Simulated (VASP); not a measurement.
# Ba (C2/c) in VASP: single point with PBE

Aim: the single point of Ba with PBE.

Program: VASP 6.6.1. These are calculated values, not measurements. Logs are shortened: lines on timing, memory, paths and dates and some standing lists are left out, and cuts for length are marked.

## 1. The cell of the first run

Symmetry: C2/c, No. 15, monoclinic system. The conventional cell has a = 7.424 Å, b = 4.689 Å, c = 7.283 Å, α = 90.00°, β = 96.67°, γ = 90.00°. Within 5.6 Å of Ba (site symmetry 2) lie 14 Ba at 4.26 to 5.50 Å.

## 2. Single point, PBE (strained and its atoms moved)

INCAR

```
SYSTEM = Ba
PREC = Accurate
ENCUT = 520
EDIFF = 1E-6
ISMEAR = 0
SIGMA = 0.1
LREAL = .FALSE.
LASPH = .TRUE.
NELM = 60
ALGO = Fast
ISIF = 2
LWAVE = .FALSE.
LCHARG = .FALSE.
GGA = PE
NBANDS = 17
```

KPOINTS

```
regular mesh
0
G
  10 10 6
  0 0 0
```

POSCAR

```
Ba
1.0
    3.7060280524     -2.3444962902      0.2137105369
    3.7060280524      2.3444962902      0.2137105369
    0.4278076882      0.0000000000      7.2705736860
Ba
2
Direct
    0.7348545653      0.2651454347      0.2500000000
    0.2651454347      0.7348545653      0.7500000000
```

Potentials or basis: VASP PAW PBE potentials, release 64 (Ba_sv).

The run is started by

```sh
$ cat potpaw_PBE.64/Ba_sv/POTCAR > POTCAR
$ mpirun -np 1 vasp_std > vasp.out
```

OUTCAR:

```text
SYSTEM = Ba
   PREC = Accurate
   ENCUT = 520
   EDIFF = 1E-6
   ISMEAR = 0
   LREAL = .FALSE.
   LASPH = .TRUE.
   NELM = 60
   ISIF = 2
   GGA = PE

 ion  position               nearest neighbor table
   1  0.735  0.265  0.250-   2 4.26   2 4.26   2 4.41   2 4.41
   2  0.265  0.735  0.750-   1 4.26   1 4.26   1 4.41   1 4.41

  LATTYP: Found a base centered monoclinic cell.
 ALAT       =     7.4243696349
 B/A-ratio  =     0.6315677709
 C/A-ratio  =     0.9809787875
 COS(beta)  =    -0.1161125746

  Lattice vectors:

 A1 = (  -3.7060280524,   2.3444962902,  -0.2137105369)
 A2 = (  -3.7060280524,  -2.3444962902,  -0.2137105369)
 A3 = (   0.4278076882,   0.0000000000,   7.2705736860)

Analysis of symmetry for initial positions (statically):
=====================================================================
 Subroutine PRICEL returns:
 Original cell was already a primitive cell.

 Routine SETGRP: Setting up the symmetry group for a
 base centered monoclinic supercell.

 Subroutine GETGRP returns: Found  4 space group operations
 (whereof  2 operations were pure point group operations)
 out of a pool of  4 trial point group operations.

The static configuration has the point symmetry S_2 .
 The point group associated with its full space group is C_2h.

Analysis of symmetry for dynamics (positions and initial velocities):
=====================================================================
 Subroutine PRICEL returns:
 Original cell was already a primitive cell.

 Routine SETGRP: Setting up the symmetry group for a
 base centered monoclinic supercell.

 Subroutine GETGRP returns: Found  4 space group operations
 (whereof  2 operations were pure point group operations)
 out of a pool of  4 trial point group operations.

The dynamic configuration has the point symmetry S_2 .
 The point group associated with its full space group is C_2h.

 Subroutine INISYM returns: Found  4 space group operations
 (whereof  2 operations are pure point group operations),
 and found     1 'primitive' translations

----------------------------------------------------------------------------------------

                                     Primitive cell

  volume of cell :     125.9160

  direct lattice vectors                    reciprocal lattice vectors
     3.706028052 -2.344496290  0.213710537     0.135374671 -0.213265426 -0.007965578
     3.706028052  2.344496290  0.213710537     0.135374671  0.213265426 -0.007965578
     0.427807688  0.000000000  7.270573686    -0.007958380  0.000000000  0.138009007

  length of vectors
     4.390555657  4.390555657  7.283149123     0.252728894  0.252728894  0.138238279

  position of ions in fractional coordinates (direct lattice)
     0.734854565  0.265145435  0.250000000
     0.265145435  0.734854565  0.750000000

  ion indices of the primitive-cell ions
   primitive index   ion index
                 1           1
                 2           2

----------------------------------------------------------------------------------------

 KPOINTS: regular mesh

Automatic generation of k-mesh.
 Grid dimensions read from file:
 generate k-points for:   10   10    6

 Generating k-lattice:

  Cartesian coordinates                     Fractional coordinates (reciprocal lattice)
     0.013537467 -0.021326543 -0.000796558     0.100000000 -0.000000000  0.000000000
     0.013537467  0.021326543 -0.000796558    -0.000000000  0.100000000  0.000000000
    -0.001326397  0.000000000  0.023001501     0.000000000  0.000000000  0.166666667

  Length of vectors
     0.025272889  0.025272889  0.023039713

  Shift w.r.t. Gamma in fractional coordinates (k-lattice)
     0.000000000  0.000000000  0.000000000

 Subroutine IBZKPT returns following result:
 ===========================================

 Found    172 irreducible k-points:

 Following reciprocal coordinates:
            Coordinates               Weight
  0.000000  0.000000  0.000000      1.000000
  0.100000 -0.000000 -0.000000      4.000000
  0.200000 -0.000000 -0.000000      4.000000
  0.300000  0.000000 -0.000000      4.000000
  0.400000 -0.000000  0.000000      4.000000
  0.500000  0.000000 -0.000000      2.000000
[... 16 lines left out ...]
  0.300000  0.300000 -0.000000      2.000000
  0.400000  0.300000  0.000000      4.000000
 [... further k-points ...]
   k-points           NKPTS =    172   k-points in BZ     NKDIM =    172   number of bands    NBANDS=     17
   number of dos      NEDOS =    301   number of ions     NIONS =      2
   total plane-waves  NPLWV =  69984
   dimension x,y,z NGX =    36 NGY =   36 NGZ =   54
   dimension x,y,z NGXF=    72 NGYF=   72 NGZF=  108
   ions per type =               2
   NGX,Y,Z   is equivalent  to a cutoff of  13.63, 13.63, 12.33 a.u.
   NGXF,Y,Z  is equivalent  to a cutoff of  27.26, 27.26, 24.65 a.u.
 SYSTEM =  Ba
   PREC   = accura    normal or accurate (medium, high low for compatibility)
   ISTART =      0    job   : 0-new  1-cont  2-samecut
   ICHARG =      2    charge: 1-file 2-atom 10-const
   ISPIN  =      1    spin polarized calculation?
   LNONCOLLINEAR =      F non collinear calculations
   LSORBIT =      F    spin-orbit coupling
   LASPH  =      T    aspherical Exc in radial PAW
   ENCUT  =  520.0 eV  38.22 Ry    6.18 a.u.   8.16  8.16 13.54*2*pi/ulx,y,z
   NELM   =     60;   NELMIN=  2; NELMDL= -5     # of ELM steps
   EDIFF  = 0.1E-05   stopping-criterion for ELM
   LREAL  =      F    real-space projection
   EDIFFG = 0.1E-04   stopping-criterion for IOM
   NSW    =      0    number of steps for IOM
   IBRION =     -1    ionic relax: 0-MD 1-quasi-New 2-CG
   NFREE  =      0    steps in history (QN), initial steepest desc. (CG)
   ISIF   =      2    stress and relaxation
   ISYM   =      2    0-nonsym 1-usesym 2-fastsym
   POTIM  = 0.5000    time-step for ionic-motion
   TEBEG  =    0.0;   TEEND  =   0.0 temperature during run
   PSTRESS=    0.0 pullay stress
   NELECT =      20.0000    total number of electrons
   NUPDOWN=      -1.0000    fix difference up-down
   EMIN   =  10.00;   EMAX   =-10.00  energy-range for DOS
   EFERMI =   0.00;   METHOD = LEGACY
   ISMEAR =     0;   SIGMA  =   0.10  broadening in eV -4-tet -1-fermi 0-gaus
   EFERMI_NEDOS =   21; number of points for ismear=-14 and -15
   IALGO  =     68    algorithm
   IMIX   =      4    mixing-type and parameters
     AMIX     =   0.40;   BMIX     =  1.00
     AMIX_MAG =   1.60;   BMIX_MAG =  1.00
  volume/ion in A,a.u.               =      62.96       424.86
  Fermi-wavevector in a.u.,A,eV,Ry     =   0.886594  1.675419 10.694833  0.786048
  Thomas-Fermi vector in A             =   2.007780
   LORBIT       =      0    0 simple, 1 ext, 2 COOP (PROOUT), +10 PAW based schemes
   GGA     = PE    functional components
   LHFCALC =     F    Hartree Fock is set to
   AEXX    =    0.0000 exact exchange contribution
   IVDW    =     0    specifies the selected vdW correction
   LEPSILON=     F    determine dielectric tensor
   LRPA    =     F    only Hartree local field effects (RPA)
 non-spin polarized calculation
 RMM-DIIS sequential band-by-band and
 Gauss-broadening in eV      SIGMA  =   0.10
  energy-cutoff  :      520.00
  volume of cell :      125.92
 maximum number of plane-waves:      3412
 NGX is ok and might be reduce to    36
   NGX = 17   NGY = 17   NGZ = 27

 number of electron      19.9999998 magnetization

 Free energy of the ion-electron system (eV)
  ---------------------------------------------------
  ext. energy  EPLUGINS =         0.00000000
  ---------------------------------------------------
  free energy    TOTEN  =        -3.79370951 eV

  energy without entropy =       -3.78107260  energy(sigma->0) =       -3.78739106

 E-fermi :   1.6572     XC(G=0):  -7.4105

 val. band max:        1.6541366627   @ k =  -0.4000   0.3000   0.0000
 cond. band min:       1.6669819536   @ k =  -0.2000   0.3000   0.1667
 fundamental gap:      0.0128452909
 Fermi energy:         1.6572419308

 k-point     1 :       0.0000    0.0000    0.0000
  band No.  band energies     occupation
      1     -27.2367      2.00000
      2     -27.1922      2.00000
      3     -12.6661      2.00000
      4     -12.3075      2.00000
      5     -12.1961      2.00000
      6     -12.1871      2.00000
[... 9 lines left out ...]
     16       4.0709      0.00000
     17       4.2431      0.00000

 k-point     2 :       0.1000   -0.0000   -0.0000
  band No.  band energies     occupation
      1     -27.2334      2.00000
      2     -27.1910      2.00000
      3     -12.6509      2.00000
      4     -12.3270      2.00000
      5     -12.2255      2.00000
      6     -12.2032      2.00000
[... 9 lines left out ...]
     16       4.0697      0.00000
     17       4.2883      0.00000

 k-point     3 :       0.2000   -0.0000   -0.0000
  band No.  band energies     occupation
      1     -27.2246      2.00000
      2     -27.1881      2.00000
      3     -12.6079      2.00000
      4     -12.3886      2.00000
      5     -12.3175      2.00000
      6     -12.2327      2.00000
[... 9 lines left out ...]
     16       4.2952      0.00000
     17       4.3977      0.00000

 k-point     4 :       0.3000    0.0000   -0.0000
  band No.  band energies     occupation
      1     -27.2127      2.00000
      2     -27.1855      2.00000
      3     -12.5447      2.00000
      4     -12.4736      2.00000
      5     -12.4297      2.00000
      6     -12.2551      2.00000
[... 9 lines left out ...]
     16       4.6192      0.00000
     17       4.6846      0.00000
[... 343 lines left out ...]
      1     -27.2062      2.00000
      2     -27.1872      2.00000
      3     -12.4978      2.00000
      4     -12.4440      2.00000
      5     -12.4179      2.00000
      6     -12.3332      2.00000
[... 9 lines left out ...]
     16       3.9885      0.00000
     17       4.7052      0.00000

 k-point    23 :       0.3000    0.3000   -0.0000
  band No.  band energies     occupation
      1     -27.2122      2.00000
      2     -27.1738      2.00000
      3     -12.5947      2.00000
      4     -12.4917      2.00000
      5     -12.3944      2.00000
      6     -12.3898      2.00000
[... 9 lines left out ...]
     16       4.3497      0.00000
     17       5.1921      0.00000

 k-point    24 :       0.4000    0.3000    0.0000
  band No.  band energies     occupation
      1     -27.2058      2.00000
      2     -27.1706      2.00000
      3     -12.5753      2.00000
      4     -12.5473      2.00000
      5     -12.4540      2.00000
      6     -12.3884      2.00000
[... 9 lines left out ...]
     16       4.9758      0.00000
     17       5.2913      0.00000

 [... further k-points ...]

------------------------ aborting loop because EDIFF is reached ----------------------------------------

  FORCE on cell =-STRESS in cart. coord.  units (eV):
  Direction    XX          YY          ZZ          XY          YZ          ZX
  --------------------------------------------------------------------------------------
  -------------------------------------------------------------------------------------
  Total       -0.1928265      0.3439432      0.2057817      0.0000000      0.0000000     -0.0677219
  in kB       -2.4535595      4.3763942      2.6184034      0.0000000      0.0000000     -0.8617055
  external PRESSURE =       1.5137460 kB  Pullay stress =       0.0000000 kB

 VOLUME and BASIS-vectors are now :
 -----------------------------------------------------------------------------
  energy-cutoff  :      520.00
  volume of cell :      125.92
      direct lattice vectors                 reciprocal lattice vectors
     3.706028052 -2.344496290  0.213710537     0.135374671 -0.213265426 -0.007965578
     3.706028052  2.344496290  0.213710537     0.135374671  0.213265426 -0.007965578
     0.427807688  0.000000000  7.270573686    -0.007958380  0.000000000  0.138009007

 POSITION                                       TOTAL-FORCE (eV/Angst)
 -----------------------------------------------------------------------------------
      3.81298     -1.10123      2.03135        -0.000000     -0.091167     -0.000000
      4.02688      1.10123      5.66664         0.000000      0.091167      0.000000
 -----------------------------------------------------------------------------------
    total drift:                               -0.000000     -0.000000     -0.000000

  FREE ENERGIE OF THE ION-ELECTRON SYSTEM (eV)
  ---------------------------------------------------
  free  energy   TOTEN  =        -3.7937095149 eV

  energy  without entropy=       -3.7810725999  energy(sigma->0) =       -3.78739106
```

Run time: 5 min. Hardware: 1 thread of Intel Xeon 8259CL, shared host; peak memory 0.47 GiB.

Results:

```
Free energy            : -3.7937 eV
Pressure               : 0.2 GPa
Largest force          : 0.091 eV/Å
Band gap on the k mesh : zero (bands 10 and 11 overlap by 0.75 eV)
```

Forces in eV/Å, atoms in the order of the input:
```
Ba   0.000 -0.091  0.000
Ba   0.000  0.091  0.000
```

Levels at points of the mesh, in eV from the Fermi level:
```tsv
k point	band 6	band 7	band 8	band 9	band 10	band 11	band 12	band 13	band 14	band 15
(0.00, 0.00, 0.00)	-13.84	-13.84	-13.83	-2.76	-0.92	1.12	1.18	1.50	1.80	2.39
(0.50, 0.00, 0.00)	-14.00	-13.93	-13.92	-0.48	-0.36	0.34	0.56	0.92	0.93	2.76
(0.50, 0.50, 0.00)	-14.09	-13.95	-13.83	-0.96	-0.67	-0.41	1.01	1.15	2.49	3.39
(0.00, 0.00, 0.50)	-13.90	-13.85	-13.85	-1.79	-1.79	1.05	1.05	1.59	1.59	2.40
(0.50, 0.00, 0.50)	-13.97	-13.89	-13.86	-0.90	-0.85	0.20	0.85	1.22	1.57	2.63
(0.50, 0.50, 0.50)	-14.04	-14.00	-14.00	-0.29	-0.29	0.09	0.09	1.66	1.66	2.29
```

Caveat: the cell differs from its parent crystal (strained and its atoms moved); spin-orbit coupling is left out, which moves the levels of the heavy elements.
